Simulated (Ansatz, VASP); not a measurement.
# One calculation of Ag, two programs

Contents of INCAR:

```
SYSTEM = Ag
ALGO = Fast
EDIFF = 1E-6
ENCUT = 520
GGA = PS
ISIF = 2
ISMEAR = 0
LASPH = .True.
LCHARG = .True.
LELF = .True.
LREAL = .False.
LVHAR = .True.
LWAVE = .False.
NBANDS = 12
NELM = 100
PREC = Accurate
SIGMA = 0.15
```

Contents of KPOINTS:

```
k-points
0
Gamma
  20 20 20
  0 0 0
```

POSCAR

```
Ag
1.0
    0.0000000000      1.9613760000      2.0431000000
    1.9613760000      0.0000000000      2.0431000000
    1.9613760000      1.9613760000      0.0000000000
Ag
1
Direct
    0.0000000000      0.0000000000      0.0000000000
```

Input for Ansatz:

```yaml
crystal:
  lattice:
    - [0.0, 1.961376, 2.0431]
    - [1.961376, 0.0, 2.0431]
    - [1.961376, 1.961376, 0.0]
  atoms:
    - { symbol: Ag, position: [0.0, 0.0, 0.0] }
basis:
  ecutwfc: 420
kpoints:
  mp_grid: { grid: [20, 20, 20] }
hamiltonian:
  xc: pbesol
scf:
  occupations: { method: gaussian, width: 0.15 }
output:
  forces: true
  stress: true
  eigenvalues: true
```

Change from the starting cell: strain -0.040 along x and y, +0.000 along z, atoms carried along.

Alike in both runs: task single point; functional PBEsol; k mesh 20 × 20 × 20; occupations gaussian, width 0.15 eV; no spin polarisation.

|  | VASP | Ansatz |
| --- | --- | --- |
| version | VASP 6.6.1 | Ansatz 0.2.0 |
| potentials or method | VASP PAW PBE potentials, release 64 (Ag), cutoff 520 eV | scalar-relativistic, plane waves, PAW |
| valence electrons in the cell | 11 | 19 |

VASP gave:

```
gap on the k mesh at the Fermi level (eV)                     : none
pressure (GPa)                                                : 8.1
traceless stress, the component that is largest in VASP (GPa) : -1.58
```

Question: What did Ansatz give for the same quantities?

Answer: gap on the k mesh at the Fermi level (eV): none; pressure (GPa): 8.2; traceless stress, the component that is largest in VASP (GPa): -1.59.

VASP's potentials were made for PBE, not for PBEsol. A gap of «none» marks a metal or a gap that the smearing closes. The functional is the same, so the differences come from potentials, cutoffs and numerics. VASP's potentials hold 11 valence electrons a cell and Ansatz's 19, so a difference there can come from the potentials and not from the codes.
